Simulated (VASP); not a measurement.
Here is a VASP 6.6.1 calculation.

File INCAR:

```
PREC = Accurate ; ENCUT = 520
EDIFF = 1E-6 ; ISMEAR = -1
SIGMA = 0.05 ; LREAL = F
LASPH = T ; NELM = 100
ALGO = Normal ; ISIF = 2
LWAVE = F ; LCHARG = F
GGA = PE ; NBANDS = 15
```

File KPOINTS:

```
Automatic mesh
0
Gamma
  10 10 10
```

The input POSCAR:

```
TiC
1.0
    3.0420900000      0.0000000000      0.0000000000
   -1.5210400000      2.6345200000      0.0000000000
    0.0000000000      0.0000000000      2.6979700000
Ti C
1 1
Direct
   -0.0087300000     -0.0146400000      0.4851440000
    0.3230010000      0.6611010000      0.0203300000
```

Potentials or basis: VASP PAW PBE potentials, release 64 (Ti_sv, C).

Launch:

```bash
$ cat potpaw_PBE.64/Ti_sv/POTCAR potpaw_PBE.64/C/POTCAR > POTCAR
$ mpirun -np 1 vasp_std > vasp.out
```

Task: Estimate the largest force.

Result: 0.236 eV/Å.

Task: What does it give for the pressure?

Result: 1.1 GPa.

Stress tensor (GPa, compression positive):
```
 2.02 -0.50  0.10
-0.50  0.70 -0.08
 0.10 -0.08  0.47
```

Caveat: the cell differs from its parent crystal (atoms moved at random).
